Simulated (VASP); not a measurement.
The system is TiRh3.

```
Ti Rh
1.0
     3.84840    0.00000    0.00000
     0.00000    3.84840    0.00000
     0.00000    0.00000    3.84840
Ti Rh
1 3
Direct
  0.00000 0.00000 0.00000
  0.00000 0.50000 0.50000
  0.50000 0.00000 0.50000
  0.50000 0.50000 0.00000
```

| Property | Result |
| --- | --- |
| Program | VASP 6.6.1 |
| Task | relaxation of cell and atoms |
| Functional | LDA |
| Potentials or basis | VASP PAW LDA potentials, release 64 (Ti_sv, Rh_pv) |
| Cutoff | 600 eV |
| k mesh | 12 × 12 × 12 |
| Occupations | gaussian, width 0.1 eV |
| Spin | no spin polarisation |

At the start: pressure -14.2 GPa; volume 14.25 Å³/atom.

Task: Where does the relaxation end?

Result: Over 7 steps the energy falls by 38.1 meV/atom and the volume is 13.44 Å³/atom (-5.7 %); space group Pm-3m (No. 221, to 0.1 Å) before and after.

Step by step:
```
step  energy change (eV)  largest force (eV/Å)  pressure (GPa)  volume (Å³)
   1              0.0000                0.0000          -14.18        57.00
   2              0.7287                0.0000           48.86        47.21
   3             -0.1520                0.0000           -0.75        53.89
   4             -0.1523                0.0000           -0.14        53.77
   5             -0.1523                0.0000            0.19        53.71
   6             -0.1523                0.0000           -0.35        53.81
   7             -0.1523                0.0000           -0.01        53.74
```

Final structure:
```yaml
crystal:
  lattice:
    - [3.77378, 0.00000, 0.00000]
    - [0.00000, 3.77378, 0.00000]
    - [0.00000, 0.00000, 3.77378]
  atoms:
    - { symbol: Ti, position: [0.00000, 0.00000, 0.00000] }
    - { symbol: Rh, position: [0.00000, 0.50000, 0.50000] }
    - { symbol: Rh, position: [0.50000, 0.00000, 0.50000] }
    - { symbol: Rh, position: [0.50000, 0.50000, 0.00000] }
```
